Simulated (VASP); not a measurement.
## Rh: single point with LDA

Crystal: Rh.

```
CELL_PARAMETERS angstrom
2.77246 0.00000 0.00000
-1.38623 2.40102 0.00000
0.00000 0.00000 4.47298
ATOMIC_POSITIONS crystal
Rh 0.33333 0.66667 0.25000
Rh 0.66667 0.33333 0.75000
```

This cell differs from its parent crystal: volume scaled by 1.12.

| Property | Result |
| --- | --- |
| Program | VASP 6.6.1 |
| Task | single point |
| Functional | LDA |
| Potentials or basis | VASP PAW LDA potentials, release 64 (Rh_pv) |
| Cutoff | 520 eV |
| k mesh | 15 × 15 × 8 |
| Occupations | fermi-dirac, width 0.1 eV |
| Spin | no spin polarisation |
| Dipole correction | no |
| Further INCAR settings | ALGO = Normal; EDIFF = 1e-07; NBANDS = 22 |

```json
{"Pressure": "-25.9 GPa", "Band gap on the k mesh": "zero (band 15 reaches 10.93 eV, above the bottom of band 16 at 8.87 eV)"}
```

Stress tensor (GPa, compression positive):
```
-25.51   0.00   0.00
  0.00 -25.51   0.00
  0.00   0.00 -26.59
```

Levels at points of the mesh, in eV from the Fermi level:
```csv
k point,band 13,band 14,band 15,band 16,band 17,band 18
"(0.00, 0.00, 0.00)",-2.22,-1.70,-1.70,0.14,0.14,0.82
"(0.00, 0.00, 0.50)",-2.79,-2.79,-0.38,-0.38,-0.38,-0.38
```

It took 32 s on 1 thread of Intel(R) Xeon(R) Platinum 8488C (Sapphire Rapids), with other jobs on the host, peak memory 0.19 GiB.
